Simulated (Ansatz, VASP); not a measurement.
# One calculation of PbSe, two programs

```
CELL_PARAMETERS angstrom
4.27355 0.00000 0.00000
-2.13677 3.70100 0.00000
0.00000 0.00000 7.55503
ATOMIC_POSITIONS crystal
Pb 0.00000 0.00000 0.00000
Pb 0.00000 0.00000 0.50000
Se 0.33333 0.66667 0.25000
Se 0.66667 0.33333 0.75000
```

Alike in both runs: task single point; functional LDA; k mesh 12 × 12 × 4; occupations fermi-dirac, width 0.02 eV; no spin polarisation.

|  | VASP | Ansatz |
| --- | --- | --- |
| version | VASP 6.6.1 | Ansatz 0.2.0 |
| potentials or method | VASP PAW LDA potentials, release 64 (Pb_d, Se) | plane waves, PAW |
| plane-wave cutoff (eV) | 520 | 420 |
| valence electrons in the cell | 40 | 60 |

```tsv
	VASP	Ansatz	Ansatz less VASP
pressure (GPa)	-3.2	-3.3	-0.09
traceless stress, the component that is largest in VASP (GPa)	-0.26	-0.28	-0.025
```

LDA's correlation is that of Perdew and Zunger in VASP and of Perdew and Wang (1992) in Ansatz. VASP's potentials hold 40 valence electrons a cell and Ansatz's 60, so a difference there can come from the potentials and not from the codes.

Neither program's run includes spin-orbit coupling.
